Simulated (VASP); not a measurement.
# Al3GaN4 (Cm) in VASP: further runs

Runs on Al3GaN4. Level: PBEsol. Tasks: single point.

Program: VASP 6.6.1. These are calculated values, not measurements. Logs are shortened: lines on timing, memory, paths and dates and some standing lists are left out, and cuts for length are marked.

## (1) The cell of the first run

It takes space group Cm (No. 8, monoclinic). The conventional cell has a = 6.232 Å, b = 6.232 Å, c = 8.829 Å, α = 90.00°, β = 93.37°, γ = 90.00°. Within 2.0 Å of Al (site symmetry 1) lie 3 N at 1.50 to 1.90 Å. Al (site symmetry 1) has 4 N at 1.90 Å within 2.5 Å. Within 2.5 Å of Al (site symmetry m) lie 4 N at 1.90 Å. Al (site symmetry m) has 4 N at 1.90 Å within 2.5 Å. Within 2.6 Å of Ga (site symmetry m) lie 4 N at 1.95 Å. Within 2.6 Å of Ga (site symmetry m) lie 4 N at 1.95 Å. N (site symmetry m) has 3 Al at 1.90 Å and 1 Ga at 1.95 Å within 2.5 Å. N (site symmetry m) has 3 Al at 1.90 Å and 1 Ga at 1.95 Å within 2.5 Å.

## (2) Single point, PBEsol

INCAR

```
SYSTEM = Al3GaN4
  ALGO = Normal
  EDIFF = 1E-6
  ENCUT = 520
  GGA = PS
  ISIF = 2
  ISMEAR = 0
  LASPH = .TRUE.
  LCHARG = .TRUE.
  LELF = .TRUE.
  LREAL = Auto
  LVHAR = .TRUE.
  LWAVE = .FALSE.
  NBANDS = 56
  NELM = 60
  PREC = Accurate
  SIGMA = 0.05
```

KPOINTS

```
k-points
0
G
  5 5 3
  0 0 0
```

POSCAR

```
Al3GaN4
1.0
    0.0000000000     -4.4069948432      0.0000000000
    0.0000000000      0.0000000000     -4.4069948432
    8.8139896863     -0.3671026704      0.3671026704
Al Ga N
6 2 8
Direct
    0.4949020400      1.0050979600      0.0612000000
    0.4532520400      1.0467479600      0.5612000000
   -0.0050979600      0.5050979600      0.0612000000
   -0.0467479600      0.5467479600      0.5612000000
    0.4740770400      0.5259229600      0.3112000000
    0.4324270400      0.5675729600      0.8112000000
   -0.0259229600      1.0259229600      0.3112000000
   -0.0675729600      1.0675729600      0.8112000000
    0.2400022460      0.7599977540      0.1835538588
    0.1983522460      0.8016477540      0.6835538588
    0.7294176812      0.2705823188      0.1835538588
    0.6877676812      0.3122323188      0.6835538588
    0.1770863988      0.3334981660      0.9388461412
    0.2187363988      0.2918481660      0.4388461412
    0.6665018340      0.8229136012      0.9388461412
    0.7081518340      0.7812636012      0.4388461412
```

Potentials or basis: VASP PAW PBE potentials, release 64 (Al, Ga_d, N).

Command:

```sh
cat potpaw_PBE.64/Al/POTCAR potpaw_PBE.64/Ga_d/POTCAR potpaw_PBE.64/N/POTCAR > POTCAR
mpirun -np 1 vasp_std > vasp.out
```

OUTCAR:

```text
SYSTEM = Al3GaN4
   EDIFF = 1E-6
   ENCUT = 520
   GGA = PS
   ISIF = 2
   ISMEAR = 0
   LASPH = .TRUE.
   LREAL = Auto
   NELM = 60
   PREC = Accurate

 ion  position               nearest neighbor table
   1  0.495  0.005  0.061-  15 1.50  11 1.90   9 1.90  13 2.34   6 2.89   8 2.89   7 3.12   5 3.12
                             5 3.12   7 3.12   3 3.12   3 3.12   3 3.12   3 3.12
   2  0.453  0.047  0.561-  16 1.90  12 1.90  10 1.90  14 1.90   6 3.12   8 3.12   7 3.12   5 3.12
                             7 3.12   5 3.12   6 3.12   8 3.12   4 3.12   4 3.12   4 3.12   4 3.12
   3  0.995  0.505  0.061-  13 1.50  11 1.90   9 1.90  15 2.34   6 2.89   8 2.89   7 3.12   5 3.12
                             7 3.12   5 3.12   1 3.12   1 3.12   1 3.12   1 3.12
   4  0.953  0.547  0.561-  14 1.90  12 1.90  10 1.90  16 1.90   6 3.12   8 3.12   7 3.12   5 3.12
                             5 3.12   7 3.12   8 3.12   6 3.12   2 3.12   2 3.12   2 3.12   2 3.12
   5  0.474  0.526  0.311-   9 1.90  14 1.90  16 1.90  11 1.90   1 3.12   3 3.12   2 3.12   4 3.12
                             2 3.12   4 3.12   1 3.12   3 3.12   7 3.12   7 3.12   7 3.12   7 3.12
   6  0.432  0.568  0.811-  10 1.90  13 1.90  15 1.90  12 1.90   1 2.89   3 2.89   2 3.12   4 3.12
                             4 3.12   2 3.12   8 3.12   8 3.12   8 3.12   8 3.12
   7  0.974  0.026  0.311-  11 1.95  14 1.95  16 1.95   9 1.95   1 3.12   3 3.12   2 3.12   4 3.12
                             4 3.12   2 3.12   3 3.12   1 3.12   5 3.12   5 3.12   5 3.12   5 3.12
   8  0.932  0.068  0.811-  12 1.95  13 1.95  15 1.95  10 1.95   1 2.89   3 2.89   2 3.12   4 3.12
                             2 3.12   4 3.12   6 3.12   6 3.12   6 3.12   6 3.12
   9  0.240  0.760  0.184-   5 1.90   1 1.90   3 1.90   7 1.95
  10  0.198  0.802  0.684-   6 1.90   4 1.90   2 1.90   8 1.95
  11  0.729  0.271  0.184-   1 1.90   3 1.90   5 1.90   7 1.95
  12  0.688  0.312  0.684-   2 1.90   4 1.90   6 1.90   8 1.95
  13  0.177  0.333  0.939-   3 1.50   6 1.90   8 1.95   1 2.34
  14  0.219  0.292  0.439-   4 1.90   5 1.90   2 1.90   7 1.95
  15  0.667  0.823  0.939-   1 1.50   6 1.90   8 1.95   3 2.34
  16  0.708  0.781  0.439-   2 1.90   5 1.90   4 1.90   7 1.95

  LATTYP: Found a base centered monoclinic cell.
 ALAT       =     6.2324318766
 B/A-ratio  =     1.0000000000
 C/A-ratio  =     1.4166647063
 COS(beta)  =    -0.0588000814

  Lattice vectors:

 A1 = (   0.0000000000,   0.0000000000,  -4.4069948432)
 A2 = (   0.0000000000,   4.4069948432,   0.0000000000)
 A3 = (   8.8139896863,  -0.3671026704,   0.3671026704)

Analysis of symmetry for initial positions (statically):
=====================================================================
 Subroutine PRICEL returns:
 Original cell was already a primitive cell.

 Routine SETGRP: Setting up the symmetry group for a
 base centered monoclinic supercell.

 Subroutine GETGRP returns: Found  2 space group operations
 (whereof  2 operations were pure point group operations)
 out of a pool of  4 trial point group operations.

The static configuration has the point symmetry C_1h.

Analysis of symmetry for dynamics (positions and initial velocities):
=====================================================================
 Subroutine PRICEL returns:
 Original cell was already a primitive cell.

 Routine SETGRP: Setting up the symmetry group for a
 base centered monoclinic supercell.

 Subroutine GETGRP returns: Found  2 space group operations
 (whereof  2 operations were pure point group operations)
 out of a pool of  4 trial point group operations.

The dynamic configuration has the point symmetry C_1h.

 Subroutine INISYM returns: Found  2 space group operations
 (whereof  2 operations are pure point group operations),
 and found     1 'primitive' translations

----------------------------------------------------------------------------------------

                                     Primitive cell

  volume of cell :     171.1818

  direct lattice vectors                    reciprocal lattice vectors
     0.000000000 -4.406994843  0.000000000    -0.009450885 -0.226911997  0.000000000
     0.000000000  0.000000000 -4.406994843     0.009450885  0.000000000 -0.226911997
     8.813989686 -0.367102670  0.367102670     0.113455998  0.000000000  0.000000000

  length of vectors
     4.406994843  4.406994843  8.829266274     0.227108726  0.227108726  0.113455998

  position of ions in fractional coordinates (direct lattice)
     0.494902040  0.005097960  0.061200000
     0.453252040  0.046747960  0.561200000
     0.994902040  0.505097960  0.061200000
     0.953252040  0.546747960  0.561200000
[... 43 lines left out ...]
    -0.001890177 -0.045382399  0.000000000     0.200000000  0.000000000  0.000000000
     0.001890177  0.000000000 -0.045382399     0.000000000  0.200000000  0.000000000
     0.037818666  0.000000000  0.000000000     0.000000000  0.000000000  0.333333333

  Length of vectors
     0.045421745  0.045421745  0.037818666

  Shift w.r.t. Gamma in fractional coordinates (k-lattice)
     0.000000000  0.000000000  0.000000000

 Subroutine IBZKPT returns following result:
 ===========================================

 Found     24 irreducible k-points:

 Following reciprocal coordinates:
            Coordinates               Weight
  0.000000  0.000000  0.000000      1.000000
  0.200000  0.000000 -0.000000      4.000000
  0.400000  0.000000 -0.000000      4.000000
  0.200000  0.200000  0.000000      2.000000
  0.400000  0.200000 -0.000000      4.000000
 -0.400000  0.200000  0.000000      4.000000
[... 16 lines left out ...]
  0.400000 -0.400000  0.333333      2.000000
  0.200000 -0.200000  0.333333      2.000000
   k-points           NKPTS =     24   k-points in BZ     NKDIM =     24   number of bands    NBANDS=     56
   number of dos      NEDOS =    301   number of ions     NIONS =     16
   total plane-waves  NPLWV =  90720
   dimension x,y,z NGX =    36 NGY =   36 NGZ =   70
   dimension x,y,z NGXF=    72 NGYF=   72 NGZF=  140
   ions per type =               6   2   8
   NGX,Y,Z   is equivalent  to a cutoff of  13.58, 13.58, 13.18 a.u.
   NGXF,Y,Z  is equivalent  to a cutoff of  27.16, 27.16, 26.36 a.u.
 SYSTEM =  Al3GaN4
   PREC   = accura    normal or accurate (medium, high low for compatibility)
   ISTART =      0    job   : 0-new  1-cont  2-samecut
   ICHARG =      2    charge: 1-file 2-atom 10-const
   ISPIN  =      1    spin polarized calculation?
   LNONCOLLINEAR =      F non collinear calculations
   LSORBIT =      F    spin-orbit coupling
   LASPH  =      T    aspherical Exc in radial PAW
   ENCUT  =  520.0 eV  38.22 Ry    6.18 a.u.   8.19  8.19 16.42*2*pi/ulx,y,z
   NELM   =     60;   NELMIN=  2; NELMDL= -5     # of ELM steps
   EDIFF  = 0.1E-05   stopping-criterion for ELM
   LREAL  =      T    real-space projection
   EDIFFG = 0.1E-04   stopping-criterion for IOM
   NSW    =      0    number of steps for IOM
   IBRION =     -1    ionic relax: 0-MD 1-quasi-New 2-CG
   NFREE  =      0    steps in history (QN), initial steepest desc. (CG)
   ISIF   =      2    stress and relaxation
   ISYM   =      2    0-nonsym 1-usesym 2-fastsym
   POTIM  = 0.5000    time-step for ionic-motion
   TEBEG  =    0.0;   TEEND  =   0.0 temperature during run
   PSTRESS=    0.0 pullay stress
   NELECT =      84.0000    total number of electrons
   NUPDOWN=      -1.0000    fix difference up-down
   EMIN   =  10.00;   EMAX   =-10.00  energy-range for DOS
   EFERMI =   0.00;   METHOD = LEGACY
   ISMEAR =     0;   SIGMA  =   0.05  broadening in eV -4-tet -1-fermi 0-gaus
   EFERMI_NEDOS =   21; number of points for ismear=-14 and -15
   IALGO  =     38    algorithm
   IMIX   =      4    mixing-type and parameters
     AMIX     =   0.40;   BMIX     =  1.00
     AMIX_MAG =   1.60;   BMIX_MAG =  1.00
  volume/ion in A,a.u.               =      10.70        72.20
  Fermi-wavevector in a.u.,A,eV,Ry     =   1.291265  2.440137 22.685883  1.667365
  Thomas-Fermi vector in A             =   2.423046
   LORBIT       =      0    0 simple, 1 ext, 2 COOP (PROOUT), +10 PAW based schemes
   GGA     = PS    functional components
   LHFCALC =     F    Hartree Fock is set to
   AEXX    =    0.0000 exact exchange contribution
   IVDW    =     0    specifies the selected vdW correction
   LEPSILON=     F    determine dielectric tensor
   LRPA    =     F    only Hartree local field effects (RPA)
 non-spin polarized calculation
 Gauss-broadening in eV      SIGMA  =   0.05
  energy-cutoff  :      520.00
  volume of cell :      171.18
 maximum number of plane-waves:      4632
 NGX is ok and might be reduce to    36

 number of electron      83.9999979 magnetization

 Free energy of the ion-electron system (eV)
  ---------------------------------------------------
  ext. energy  EPLUGINS =         0.00000000
  ---------------------------------------------------
  free energy    TOTEN  =      -115.18938832 eV

  energy without entropy =     -115.18938832  energy(sigma->0) =     -115.18938832

 E-fermi :   5.8559     XC(G=0): -11.3001

 val. band max:        5.5739385230   @ k =   0.0000   0.0000   0.0000
 cond. band min:       8.8654953281   @ k =   0.0000   0.0000   0.0000
 fundamental gap:      3.2915568051
 Fermi energy:         5.8558962393

 k-point     1 :       0.0000    0.0000    0.0000
  band No.  band energies     occupation
      1      -9.6140      2.00000
      2      -8.7181      2.00000
      3      -8.4909      2.00000
      4      -7.9485      2.00000
      5      -7.8700      2.00000
      6      -7.8471      2.00000
[... 1357 lines left out ...]
     53      14.7578      0.00000
     54      15.0459      0.00000
 [bands above 54 left out]

------------------------ aborting loop because EDIFF is reached ----------------------------------------

  FORCE on cell =-STRESS in cart. coord.  units (eV):
  Direction    XX          YY          ZZ          XY          YZ          ZX
  --------------------------------------------------------------------------------------
  -------------------------------------------------------------------------------------
  Total       21.4511170      7.6934936      7.6934936     18.2036234     -8.6492006    -18.2036231
  in kB      200.7718735     72.0073051     72.0073051    170.3769354    -80.9522507   -170.3769329
  external PRESSURE =     114.9288279 kB  Pullay stress =       0.0000000 kB

 VOLUME and BASIS-vectors are now :
 -----------------------------------------------------------------------------
  energy-cutoff  :      520.00
  volume of cell :      171.18
      direct lattice vectors                 reciprocal lattice vectors
     0.000000000 -4.406994843  0.000000000    -0.009450885 -0.226911997  0.000000000
     0.000000000  0.000000000 -4.406994843     0.009450885  0.000000000 -0.226911997
     8.813989686 -0.367102670  0.367102670     0.113455998  0.000000000  0.000000000

 POSITION                                       TOTAL-FORCE (eV/Angst)
 -----------------------------------------------------------------------------------
      0.53942     -2.20350     -0.00000         9.509064      6.872168     -7.301352
      4.94641     -2.20350     -0.00000         0.042139     -0.010710      0.000316
      0.53942     -4.40699     -2.20350         9.509064      7.301352     -6.872168
      4.94641     -4.40699     -2.20350         0.042139     -0.000316      0.010710
      2.74291     -2.20350     -2.20350         0.071346     -0.017817      0.017817
      7.14991     -2.20350     -2.20350        -0.025420     -0.304629      0.304629
[... 8 lines left out ...]
      8.27498     -3.28192     -3.28192        -9.608502     -7.081125      7.464324
      3.86799     -3.28192     -3.28192        -0.047764      0.025942     -0.040416
 -----------------------------------------------------------------------------------
    total drift:                                0.028246      0.000244     -0.000243

  FREE ENERGIE OF THE ION-ELECTRON SYSTEM (eV)
  ---------------------------------------------------
  free  energy   TOTEN  =      -115.1893883154 eV

  energy  without entropy=     -115.1893883154  energy(sigma->0) =     -115.18938832
```

Wall time 3.5 min (1 thread of Intel Xeon 6975P-C (Granite Rapids), shared host); peak memory 0.36 GiB.

Results:

- Free energy: -115.1894 eV
- Pressure: 11.5 GPa
- Largest force: 14.078 eV/Å
- Band gap on the k mesh: 3.29 eV, direct

Forces on the atoms (eV/Å):
```
Al   9.509  6.872 -7.301
Al   0.042 -0.011  0.000
Al   9.509  7.301 -6.872
Al   0.042  0.000  0.011
Al   0.071 -0.018  0.018
Al  -0.025 -0.305  0.305
Ga   0.097 -0.043  0.043
Ga  -0.106 -0.244  0.244
N    0.159  0.466 -0.466
N    0.002  0.001 -0.001
N    0.067  0.486 -0.486
N   -0.054 -0.026  0.026
N   -9.609 -7.464  7.081
N   -0.048  0.040 -0.026
N   -9.609 -7.081  7.464
N   -0.048  0.026 -0.040
```

Caveat: the PAW data sets were made with another functional, which shifts forces and pressure a little.

## (3) Single point, PBEsol

INCAR

```
SYSTEM = Al3GaN4
PREC = Accurate ; ENCUT = 520
EDIFF = 1E-6 ; ISMEAR = 0
SIGMA = 0.05 ; LREAL = Auto
LASPH = .TRUE. ; NELM = 100
ALGO = Normal ; ISIF = 2
LWAVE = .FALSE. ; LCHARG = .FALSE.
GGA = PS ; NBANDS = 56
```

KPOINTS

```
Automatic mesh
0
G
  5 5 3
  0 0 0
```

POSCAR

```
Al3GaN4
1.0
    0.0000000000     -4.4069948432      0.0000000000
    0.0000000000      0.0000000000     -4.4069948432
    8.8139896863     -1.1017487108      1.1017487108
Al Ga N
6 2 8
Direct
    0.4847000000      1.0153000000      0.0612000000
    0.3597000000      1.1403000000      0.5612000000
   -0.0153000000      0.5153000000      0.0612000000
   -0.1403000000      0.6403000000      0.5612000000
    0.4222000000      0.5778000000      0.3112000000
    0.2972000000      0.7028000000      0.8112000000
   -0.0778000000      1.0778000000      0.3112000000
   -0.2028000000      1.2028000000      0.8112000000
    0.2094038177      0.7905961823      0.1835538588
    0.0844038177      0.9155961823      0.6835538588
    0.6988192529      0.3011807471      0.1835538588
    0.5738192529      0.4261807471      0.6835538588
    0.0205807471      0.4900038177      0.9388461412
    0.1455807471      0.3650038177      0.4388461412
    0.5099961823      0.9794192529      0.9388461412
    0.6349961823      0.8544192529      0.4388461412
```

Potentials or basis: VASP PAW PBE potentials, release 64 (Al, Ga_d, N).

Command:

```sh
cat potpaw_PBE.64/Al/POTCAR potpaw_PBE.64/Ga_d/POTCAR potpaw_PBE.64/N/POTCAR > POTCAR
mpirun -np 1 vasp_std > vasp.out
```

It took 3.4 min on 1 thread of Intel Xeon 6975P-C (Granite Rapids), shared host; peak memory 0.36 GiB.

It converged, with:

```
Free energy            : -76.4936 eV
Pressure               : 66.4 GPa
Largest force          : 96.613 eV/Å
Band gap on the k mesh : 1.91 eV, direct
```

Forces on the atoms (eV/Å):
```
Al   96.325  -1.807  -1.807
Al    0.409   0.000   0.003
Al   96.325   1.807   1.807
Al    0.409  -0.003   0.000
Al    0.544   0.027  -0.027
Al   -0.579  -0.008   0.008
Ga    0.640  -0.032   0.032
Ga   -1.004   0.009  -0.009
N     0.626  -0.101   0.101
N    -0.116   0.025  -0.025
N     0.371   0.102  -0.102
N    -0.128  -0.023   0.023
N   -96.577  -1.854  -1.857
N    -0.334   0.015   0.014
N   -96.577   1.857   1.854
N    -0.334  -0.014  -0.015
```

Stress tensor (GPa, compression positive):
```
199.65  -0.02   0.02
 -0.02  -0.17  -3.83
  0.02  -3.83  -0.17
```

Levels at points of the mesh, in eV from the valence-band top:
```csv
k point,band 40,band 41,band 42,band 43,band 44,band 45
"(0.00, 0.00, 0.00)",-0.74,-0.72,0.00,1.91,2.37,3.25
```

Caveat: the PAW data sets were made with another functional, which shifts forces and pressure a little. PBEsol gaps usually lie below the measured ones, often by a third to a half.

## (4) Single point, PBEsol

This run uses another cell than the first one, of the same volume but with other edges.

INCAR

```
SYSTEM = Al3GaN4
PREC = Accurate
ENCUT = 520
EDIFF = 1E-6
ISMEAR = 0
SIGMA = 0.05
LREAL = Auto
LASPH = .True.
NELM = 80
ALGO = Normal
ISIF = 2
LWAVE = .False.
LCHARG = .False.
GGA = PS
NBANDS = 56
```

KPOINTS

```
regular mesh
0
Gamma
  5 5 3
  0 0 0
```

POSCAR

```
Al3GaN4
1.0
    0.0000000000     -4.4069948432      0.0000000000
    0.0000000000      0.0000000000     -4.4069948432
    8.8139896863     -1.8363947512      1.8363947512
Al Ga N
6 2 8
Direct
    0.4744979600      1.0255020400      0.0612000000
    0.2661479600      1.2338520400      0.5612000000
   -0.0255020400      0.5255020400      0.0612000000
   -0.2338520400      0.7338520400      0.5612000000
    0.3703229600      0.6296770400      0.3112000000
    0.1619729600      0.8380270400      0.8112000000
   -0.1296770400      1.1296770400      0.3112000000
   -0.3380270400      1.3380270400      0.8112000000
    0.1788053894      0.8211946106      0.1835538588
   -0.0295446106      1.0295446106      0.6835538588
    0.6682208246      0.3317791754      0.1835538588
    0.4598708246      0.5401291754      0.6835538588
   -0.1359249046      0.6465094694      0.9388461412
    0.0724250954      0.4381594694      0.4388461412
    0.3534905306      1.1359249046      0.9388461412
    0.5618405306      0.9275749046      0.4388461412
```

Command:

```sh
cat potpaw_PBE.64/Al/POTCAR potpaw_PBE.64/Ga_d/POTCAR potpaw_PBE.64/N/POTCAR > POTCAR
mpirun -np 1 vasp_std > vasp.out
```

It took 3.9 min on 1 thread of Intel Xeon 6975P-C (Granite Rapids), shared host; peak memory 0.35 GiB.

The run converged. Its results:

- Free energy: -115.1944 eV
- Pressure: 11.5 GPa
- Largest force: 14.080 eV/Å
- Band gap on the k mesh: 3.32 eV, direct

Forces on the atoms (eV/Å):
```
Al   9.505 -7.295  6.884
Al   0.041  0.010 -0.002
Al   9.505 -6.884  7.295
Al   0.041  0.002 -0.010
Al   0.074  0.025 -0.025
Al  -0.028  0.295 -0.295
Ga   0.085  0.036 -0.036
Ga  -0.092  0.256 -0.256
N    0.143 -0.554  0.554
N   -0.046  0.031 -0.031
N    0.088 -0.398  0.398
N   -0.005 -0.003  0.003
N   -9.609  7.009 -7.536
N   -0.047 -0.022  0.043
N   -9.609  7.536 -7.009
N   -0.047 -0.043  0.022
```

Stress tensor (GPa, compression positive):
```
 20.05 -17.05  17.05
-17.05   7.20  -8.10
 17.05  -8.10   7.20
```

Levels at points of the mesh, in eV from the valence-band top:
```
           k point  band 40  band 41  band 42  band 43  band 44  band 45
(0.00, 0.00, 0.00)    -0.07    -0.05     0.00     3.32     3.43     4.19
```

Caveat: the PAW data sets were made with another functional, which shifts forces and pressure a little.

## (5) Overview

```csv
cell,gap on the mesh (eV),pressure (GPa),largest force (eV/Å)
"a = 4.407, b = 4.407, c = 8.829 Å, angles 92.4, 87.6, 90.0°, 16 atoms",3.29,11.5,14.08
"a = 4.407, b = 4.407, c = 8.951 Å, angles 97.1, 82.9, 90.0°, 16 atoms",1.91,66.4,96.61
"a = 4.407, b = 4.407, c = 9.189 Å, angles 101.5, 78.5, 90.0°, 16 atoms",3.32,11.5,14.08
```

Alike in all rows: task single point; level PBEsol; potentials or basis VASP PAW PBE potentials, release 64 (Al, Ga_d, N); no spin polarisation; k mesh 5 × 5 × 3; cutoff (eV) 520; smearing gaussian 0.05 eV.

Caveats: the PAW data sets were made with another functional, which shifts forces and pressure a little.

Total energies depend on the potentials used, so only differences within one code and one set of settings carry meaning.
